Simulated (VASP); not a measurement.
# Sb (Im-3m) in VASP: notebook

The runs below take Sb through single point, with PBE.

Program: VASP 6.6.1. These are calculated values, not measurements. Logs are shortened: lines on timing, memory, paths and dates and some standing lists are left out, and cuts for length are marked.

**1. The cell of the first run**

The structure is cubic, space group Im-3m (No. 229). The conventional cell has a = 3.521 Å, b = 3.521 Å, c = 3.521 Å, α = 90.00°, β = 90.00°, γ = 90.00°. Within 4.0 Å of Sb (site symmetry m-3m) lie 14 Sb at 3.05 to 3.52 Å.

**2. Single point, PBE (volume scaled by 0.8)**

Contents of INCAR:

```
SYSTEM = Sb
PREC = Accurate
ENCUT = 500
EDIFF = 1E-6
ISMEAR = -1
SIGMA = 0.1
LREAL = .False.
LASPH = .True.
NELM = 120
ALGO = Normal
ISIF = 2
LWAVE = .False.
LCHARG = .False.
GGA = PE
NBANDS = 8
GGA_COMPAT = .False.
```

Contents of KPOINTS:

```
Automatic mesh
0
Gamma
  16 16 16
  0 0 0
```

Contents of POSCAR:

```
Sb
1.0
   -1.7603482226      1.7603482226      1.7603482226
    1.7603482226     -1.7603482226      1.7603482226
    1.7603482226      1.7603482226     -1.7603482226
Sb
1
Direct
    0.0000000000      0.0000000000      0.0000000000
```

Potentials or basis: VASP PAW PBE potentials, release 64 (Sb).

Launch:

```
> cat potpaw_PBE.64/Sb/POTCAR > POTCAR
> mpirun -np 1 vasp_std > vasp.out
```

OUTCAR:

```text
SYSTEM = Sb
   PREC = Accurate
   ENCUT = 500
   EDIFF = 1E-6
   ISMEAR = -1
   LREAL = .False.
   LASPH = .True.
   NELM = 120
   ISIF = 2
   GGA = PE

 ion  position               nearest neighbor table
   1  0.000  0.000  0.000-

  LATTYP: Found a body centered cubic cell.
 ALAT       =     3.5206964452

  Lattice vectors:

 A1 = (  -1.7603482226,   1.7603482226,   1.7603482226)
 A2 = (   1.7603482226,  -1.7603482226,   1.7603482226)
 A3 = (   1.7603482226,   1.7603482226,  -1.7603482226)

Analysis of symmetry for initial positions (statically):
=====================================================================
 Subroutine PRICEL returns:
 Original cell was already a primitive cell.

 Routine SETGRP: Setting up the symmetry group for a
 body centered cubic supercell.

 Subroutine GETGRP returns: Found 48 space group operations
 (whereof 48 operations were pure point group operations)
 out of a pool of 48 trial point group operations.

The static configuration has the point symmetry O_h .

Analysis of symmetry for dynamics (positions and initial velocities):
=====================================================================
 Subroutine PRICEL returns:
 Original cell was already a primitive cell.

 Routine SETGRP: Setting up the symmetry group for a
 body centered cubic supercell.

 Subroutine GETGRP returns: Found 48 space group operations
 (whereof 48 operations were pure point group operations)
 out of a pool of 48 trial point group operations.

The dynamic configuration has the point symmetry O_h .

 Subroutine INISYM returns: Found 48 space group operations
 (whereof 48 operations are pure point group operations),
 and found     1 'primitive' translations

----------------------------------------------------------------------------------------

                                     Primitive cell

  volume of cell :      21.8201

  direct lattice vectors                    reciprocal lattice vectors
    -1.760348223  1.760348223  1.760348223     0.000000000  0.284034712  0.284034712
     1.760348223 -1.760348223  1.760348223     0.284034712  0.000000000  0.284034712
     1.760348223  1.760348223 -1.760348223     0.284034712  0.284034712  0.000000000

  length of vectors
     3.049012561  3.049012561  3.049012561     0.401685742  0.401685742  0.401685742

  position of ions in fractional coordinates (direct lattice)
     0.000000000  0.000000000  0.000000000

  ion indices of the primitive-cell ions
   primitive index   ion index
                 1           1

----------------------------------------------------------------------------------------

 KPOINTS: Automatic mesh

Automatic generation of k-mesh.
 Grid dimensions read from file:
 generate k-points for:   16   16   16

 Generating k-lattice:

  Cartesian coordinates                     Fractional coordinates (reciprocal lattice)
     0.000000000  0.017752169  0.017752169     0.062500000  0.000000000  0.000000000
     0.017752169  0.000000000  0.017752169     0.000000000  0.062500000  0.000000000
     0.017752169  0.017752169  0.000000000     0.000000000  0.000000000  0.062500000

  Length of vectors
     0.025105359  0.025105359  0.025105359

  Shift w.r.t. Gamma in fractional coordinates (k-lattice)
     0.000000000  0.000000000  0.000000000

 Subroutine IBZKPT returns following result:
 ===========================================

 Found    145 irreducible k-points:

 Following reciprocal coordinates:
            Coordinates               Weight
  0.000000  0.000000  0.000000      1.000000
  0.062500  0.000000  0.000000     12.000000
  0.125000  0.000000  0.000000     12.000000
  0.187500  0.000000  0.000000     12.000000
  0.250000  0.000000  0.000000     12.000000
  0.312500  0.000000  0.000000     12.000000
[... 16 lines left out ...]
  0.187500  0.187500  0.000000     24.000000
  0.250000  0.187500  0.000000     48.000000
 [... further k-points ...]
   k-points           NKPTS =    145   k-points in BZ     NKDIM =    145   number of bands    NBANDS=      8
   number of dos      NEDOS =    301   number of ions     NIONS =      1
   total plane-waves  NPLWV =  13824
   dimension x,y,z NGX =    24 NGY =   24 NGZ =   24
   dimension x,y,z NGXF=    48 NGYF=   48 NGZF=   48
   ions per type =               1
   NGX,Y,Z   is equivalent  to a cutoff of  13.09, 13.09, 13.09 a.u.
   NGXF,Y,Z  is equivalent  to a cutoff of  26.17, 26.17, 26.17 a.u.
 SYSTEM =  Sb
   PREC   = accura    normal or accurate (medium, high low for compatibility)
   ISTART =      0    job   : 0-new  1-cont  2-samecut
   ICHARG =      2    charge: 1-file 2-atom 10-const
   ISPIN  =      1    spin polarized calculation?
   LNONCOLLINEAR =      F non collinear calculations
   LSORBIT =      F    spin-orbit coupling
   LASPH  =      T    aspherical Exc in radial PAW
   ENCUT  =  500.0 eV  36.75 Ry    6.06 a.u.   5.56  5.56  5.56*2*pi/ulx,y,z
   NELM   =    120;   NELMIN=  2; NELMDL= -5     # of ELM steps
   EDIFF  = 0.1E-05   stopping-criterion for ELM
   LREAL  =      F    real-space projection
   EDIFFG = 0.1E-04   stopping-criterion for IOM
   NSW    =      0    number of steps for IOM
   IBRION =     -1    ionic relax: 0-MD 1-quasi-New 2-CG
   NFREE  =      0    steps in history (QN), initial steepest desc. (CG)
   ISIF   =      2    stress and relaxation
   ISYM   =      2    0-nonsym 1-usesym 2-fastsym
   POTIM  = 0.5000    time-step for ionic-motion
   TEBEG  =    0.0;   TEEND  =   0.0 temperature during run
   PSTRESS=    0.0 pullay stress
   NELECT =       5.0000    total number of electrons
   NUPDOWN=      -1.0000    fix difference up-down
   EMIN   =  10.00;   EMAX   =-10.00  energy-range for DOS
   EFERMI =   0.00;   METHOD = LEGACY
   ISMEAR =    -1;   SIGMA  =   0.10  broadening in eV -4-tet -1-fermi 0-gaus
   EFERMI_NEDOS =   21; number of points for ismear=-14 and -15
   IALGO  =     38    algorithm
   IMIX   =      4    mixing-type and parameters
     AMIX     =   0.40;   BMIX     =  1.00
     AMIX_MAG =   1.60;   BMIX_MAG =  1.00
  volume/ion in A,a.u.               =      21.82       147.25
  Fermi-wavevector in a.u.,A,eV,Ry     =   1.001797  1.893121 13.654760  1.003597
  Thomas-Fermi vector in A             =   2.134242
   LORBIT       =      0    0 simple, 1 ext, 2 COOP (PROOUT), +10 PAW based schemes
   GGA     = PE    functional components
   LHFCALC =     F    Hartree Fock is set to
   AEXX    =    0.0000 exact exchange contribution
   IVDW    =     0    specifies the selected vdW correction
   LEPSILON=     F    determine dielectric tensor
   LRPA    =     F    only Hartree local field effects (RPA)
 non-spin polarized calculation
  energy-cutoff  :      500.00
  volume of cell :       21.82
 maximum number of plane-waves:       586
 NGX is ok and might be reduce to    24
   NGX = 11   NGY = 11   NGZ = 11

 number of electron       5.0000000 magnetization

 Free energy of the ion-electron system (eV)
  ---------------------------------------------------
  ext. energy  EPLUGINS =         0.00000000
  ---------------------------------------------------
  free energy    TOTEN  =        -3.61860491 eV

  energy without entropy =       -3.60165035  energy(sigma->0) =       -3.61012763

 E-fermi :  11.5058     XC(G=0): -11.1767

 val. band max:       11.5020923941   @ k =  -0.3750   0.4375   0.3125
 cond. band min:      11.5134763259   @ k =   0.5000   0.5000   0.1875
 fundamental gap:      0.0113839318
 Fermi energy:        11.5058288520

 k-point     1 :       0.0000    0.0000    0.0000
  band No.  band energies     occupation
      1      -3.2206      2.00000
      2      18.8275      0.00000
      3      18.8275      0.00000
      4      18.8275      0.00000
      5      22.8773      0.00000
      6      22.8773      0.00000
      7      22.8773      0.00000
      8      23.3875      0.00000

 k-point     2 :       0.0625    0.0000    0.0000
  band No.  band energies     occupation
      1      -3.1214      2.00000
      2      17.9376      0.00000
      3      18.3864      0.00000
      4      18.6929      0.00000
      5      22.0048      0.00000
      6      22.0381      0.00000
      7      23.0811      0.00000
      8      23.3851      0.00000

 k-point     3 :       0.1250    0.0000    0.0000
  band No.  band energies     occupation
      1      -2.8238      2.00000
      2      15.9482      0.00000
      3      17.4518      0.00000
      4      18.3047      0.00000
      5      21.0834      0.00000
      6      21.1389      0.00000
      7      22.8637      0.00000
      8      24.0154      0.00000

 k-point     4 :       0.1875    0.0000    0.0000
  band No.  band energies     occupation
      1      -2.3283      2.00000
      2      13.6506      0.00000
      3      16.4364      0.00000
      4      17.7474      0.00000
      5      20.3440      0.00000
      6      20.3797      0.00000
      7      23.0247      0.00000
      8      24.4187      0.00000

 k-point     5 :       0.2500    0.0000    0.0000
  band No.  band energies     occupation
      1      -1.6362      2.00000
      2      11.3492      1.65451
      3      15.5048      0.00000
      4      17.1513      0.00000
      5      19.7529      0.00000
      6      19.7636      0.00000
      7      23.5101      0.00000
      8      24.8909      0.00000
[... 177 lines left out ...]
 k-point    22 :       0.4375    0.1250    0.0000
  band No.  band energies     occupation
      1       2.4697      2.00000
      2       4.7641      2.00000
      3      11.7033      0.24370
      4      14.8217      0.00000
      5      19.4384      0.00000
      6      21.6984      0.00000
      7      25.3985      0.00000
      8      25.8164      0.00000

 k-point    23 :       0.1875    0.1875    0.0000
  band No.  band energies     occupation
      1      -0.5574      2.00000
      2      10.0734      2.00000
      3      11.9405      0.02557
      4      15.5464      0.00000
      5      20.7634      0.00000
      6      21.3430      0.00000
      7      24.4136      0.00000
      8      25.5681      0.00000

 k-point    24 :       0.2500    0.1875    0.0000
  band No.  band energies     occupation
      1       0.4050      2.00000
      2       8.4715      2.00000
      3      10.8775      1.99627
      4      15.0515      0.00000
      5      20.5965      0.00000
      6      21.8627      0.00000
      7      24.5334      0.00000
      8      26.7737      0.00000

 [... further k-points ...]

------------------------ aborting loop because EDIFF is reached ----------------------------------------

  FORCE on cell =-STRESS in cart. coord.  units (eV):
  Direction    XX          YY          ZZ          XY          YZ          ZX
  --------------------------------------------------------------------------------------
  -------------------------------------------------------------------------------------
  Total        2.9940972      2.9940972      2.9940972      0.0000000     -0.0000000      0.0000000
  in kB      219.8470934    219.8470934    219.8470934      0.0000000     -0.0000000      0.0000000
  external PRESSURE =     219.8470934 kB  Pullay stress =       0.0000000 kB

 VOLUME and BASIS-vectors are now :
 -----------------------------------------------------------------------------
  energy-cutoff  :      500.00
  volume of cell :       21.82
      direct lattice vectors                 reciprocal lattice vectors
    -1.760348223  1.760348223  1.760348223     0.000000000  0.284034712  0.284034712
     1.760348223 -1.760348223  1.760348223     0.284034712  0.000000000  0.284034712
     1.760348223  1.760348223 -1.760348223     0.284034712  0.284034712  0.000000000

 POSITION                                       TOTAL-FORCE (eV/Angst)
 -----------------------------------------------------------------------------------
      0.00000      0.00000      0.00000         0.000000      0.000000      0.000000
 -----------------------------------------------------------------------------------
    total drift:                                0.000000     -0.000000      0.000000

  FREE ENERGIE OF THE ION-ELECTRON SYSTEM (eV)
  ---------------------------------------------------
  free  energy   TOTEN  =        -3.6186049080 eV

  energy  without entropy=       -3.6016503529  energy(sigma->0) =       -3.61012763
```

It took 11 s on 1 thread of Intel Xeon Platinum 8259CL at 2.50GHz (Skylake/Cascade Lake), shared host; peak memory 0.15 GiB.

What came out:

| Item | Value |
| --- | --- |
| Free energy | -3.6186 eV |
| Pressure | 22.0 GPa |

Levels at points of the mesh, in eV from the Fermi level:
| k point | band 1 | band 2 | band 3 | band 4 | band 5 | band 6 | band 7 | band 8 |
| --- | --- | --- | --- | --- | --- | --- | --- | --- |
| (0.00, 0.00, 0.00) | -14.73 | 7.32 | 7.32 | 7.32 | 11.37 | 11.37 | 11.37 | 11.88 |
| (0.50, 0.00, 0.00) | -9.28 | -7.06 | 2.17 | 4.36 | 7.18 | 7.23 | 15.32 | 16.29 |
| (0.50, 0.50, 0.50) | -4.48 | -2.55 | -2.55 | -2.55 | 2.47 | 2.47 | 18.50 | 18.76 |

Caveat: spin-orbit coupling is left out, which moves the levels of the heavy elements.

**3. Single point, PBE (volume scaled by 0.8)**

Contents of INCAR:

```
PREC = Accurate
ENCUT = 500
EDIFF = 1E-6
ISMEAR = -1
SIGMA = 0.1
LREAL = F
LASPH = T
NELM = 120
ALGO = Normal
ISIF = 2
LWAVE = F
LCHARG = F
GGA = PE
NBANDS = 8
GGA_COMPAT = F
```

Contents of KPOINTS:

```
Automatic mesh
0
Gamma
  16 16 16
```

POSCAR is that of step 2.

Potentials or basis: VASP PAW PBE potentials, release 64 (Sb).

Launch:

```
> cat potpaw_PBE.64/Sb/POTCAR > POTCAR
> mpirun -np 1 vasp_std > vasp.out
```

Wall time 11 s (1 thread of Intel Xeon Platinum 8259CL at 2.50GHz (Skylake/Cascade Lake), shared host); peak memory 0.15 GiB.

The run converged. Its results:

* Free energy: -3.6186 eV
* Pressure: 22.0 GPa

Levels at points of the mesh, in eV from the Fermi level:
```
           k point  band 1  band 2  band 3  band 4  band 5  band 6
(0.00, 0.00, 0.00)  -14.73    7.32    7.32    7.32   11.37   11.37
(0.50, 0.00, 0.00)   -9.28   -7.06    2.17    4.36    7.18    7.23
(0.50, 0.50, 0.50)   -4.48   -2.55   -2.55   -2.55    2.47    2.47
```

Caveat: spin-orbit coupling is left out, which moves the levels of the heavy elements.

**4. Single point, PBE (volume scaled by 0.9)**

Contents of INCAR:

```
  ALGO = Normal
  EDIFF = 1E-6
  ENCUT = 500
  GGA = PE
  GGA_COMPAT = False
  ISIF = 2
  ISMEAR = -1
  LASPH = True
  LCHARG = True
  LELF = True
  LREAL = False
  LVHAR = True
  LWAVE = False
  NBANDS = 8
  NELM = 120
  PREC = Accurate
  SIGMA = 0.1
```

Contents of KPOINTS:

```
k-points
0
Gamma
  16 16 16
```

Contents of POSCAR:

```
Sb
1.0
   -1.8308359304      1.8308359304      1.8308359304
    1.8308359304     -1.8308359304      1.8308359304
    1.8308359304      1.8308359304     -1.8308359304
Sb
1
Direct
    0.0000000000      0.0000000000      0.0000000000
```

Potentials or basis: VASP PAW PBE potentials, release 64 (Sb).

Launch:

```
> cat potpaw_PBE.64/Sb/POTCAR > POTCAR
> mpirun -np 1 vasp_std > vasp.out
```

OUTCAR:

```text
EDIFF = 1E-6
   ENCUT = 500
   GGA = PE
   ISIF = 2
   ISMEAR = -1
   LASPH = True
   LREAL = False
   NELM = 120
   PREC = Accurate

 ion  position               nearest neighbor table
   1  0.000  0.000  0.000-

  LATTYP: Found a body centered cubic cell.
 ALAT       =     3.6616718608

  Lattice vectors:

 A1 = (  -1.8308359304,   1.8308359304,   1.8308359304)
 A2 = (   1.8308359304,  -1.8308359304,   1.8308359304)
 A3 = (   1.8308359304,   1.8308359304,  -1.8308359304)

Analysis of symmetry for initial positions (statically):
=====================================================================
 Subroutine PRICEL returns:
 Original cell was already a primitive cell.

 Routine SETGRP: Setting up the symmetry group for a
 body centered cubic supercell.

 Subroutine GETGRP returns: Found 48 space group operations
 (whereof 48 operations were pure point group operations)
 out of a pool of 48 trial point group operations.

The static configuration has the point symmetry O_h .

Analysis of symmetry for dynamics (positions and initial velocities):
[... 157 lines left out ...]

 val. band max:        9.6848781545   @ k =   0.2500   0.1875   0.1250
 cond. band min:       9.7401254030   @ k =  -0.4375   0.5000   0.3125
 fundamental gap:      0.0552472485
 Fermi energy:         9.6876451047

 k-point     1 :       0.0000    0.0000    0.0000
  band No.  band energies     occupation
      1      -3.8954      2.00000
      2      15.9633      0.00000
      3      15.9633      0.00000
      4      15.9633      0.00000
      5      20.6191      0.00000
      6      20.6191      0.00000
      7      20.6191      0.00000
      8      21.5784      0.00000
[... 243 lines left out ...]
 k-point    24 :       0.2500    0.1875    0.0000
  band No.  band energies     occupation
      1      -0.6825      2.00000
      2       6.8291      2.00000
      3       9.2615      1.97218
      4      12.9771      0.00000
      5      18.2418      0.00000
      6      19.5940      0.00000
      7      22.1169      0.00000
      8      24.2304      0.00000

 [... further k-points ...]

------------------------ aborting loop because EDIFF is reached ----------------------------------------

  FORCE on cell =-STRESS in cart. coord.  units (eV):
  Direction    XX          YY          ZZ          XY          YZ          ZX
  --------------------------------------------------------------------------------------
  -------------------------------------------------------------------------------------
  Total        1.1887699      1.1887699      1.1887699      0.0000000      0.0000000      0.0000000
  in kB       77.5889926     77.5889926     77.5889926      0.0000000      0.0000000      0.0000000
  external PRESSURE =      77.5889926 kB  Pullay stress =       0.0000000 kB

 VOLUME and BASIS-vectors are now :
 -----------------------------------------------------------------------------
  energy-cutoff  :      500.00
  volume of cell :       24.55
      direct lattice vectors                 reciprocal lattice vectors
    -1.830835930  1.830835930  1.830835930     0.000000000  0.273099294  0.273099294
     1.830835930 -1.830835930  1.830835930     0.273099294  0.000000000  0.273099294
     1.830835930  1.830835930 -1.830835930     0.273099294  0.273099294  0.000000000

 POSITION                                       TOTAL-FORCE (eV/Angst)
 -----------------------------------------------------------------------------------
      0.00000      0.00000      0.00000         0.000000     -0.000000      0.000000
 -----------------------------------------------------------------------------------
    total drift:                                0.000000     -0.000000     -0.000000

  FREE ENERGIE OF THE ION-ELECTRON SYSTEM (eV)
  ---------------------------------------------------
  free  energy   TOTEN  =        -3.8596931327 eV

  energy  without entropy=       -3.8399962443  energy(sigma->0) =       -3.84984469
```

stdout:

```text
POSCAR found type information on POSCAR Sb
 POSCAR found :  1 types and       1 ions
 scaLAPACK will be used
 LDA part: xc-table for (Slater+PW92), standard interpolation
 POSCAR, INCAR and KPOINTS ok, starting setup
 FFT: planning ... GRIDC
 FFT: planning ... GRID_SOFT
 FFT: planning ... GRID
 WAVECAR not read
 entering main loop
```

Run time: 11 s. Hardware: 1 thread of Intel Xeon Platinum 8259CL at 2.50GHz (Skylake/Cascade Lake), shared host; peak memory 0.15 GiB.

What came out:

* Free energy: -3.8597 eV
* Pressure: 7.8 GPa

Caveat: spin-orbit coupling is left out, which moves the levels of the heavy elements.

(Part 1 of 2 ends here.)
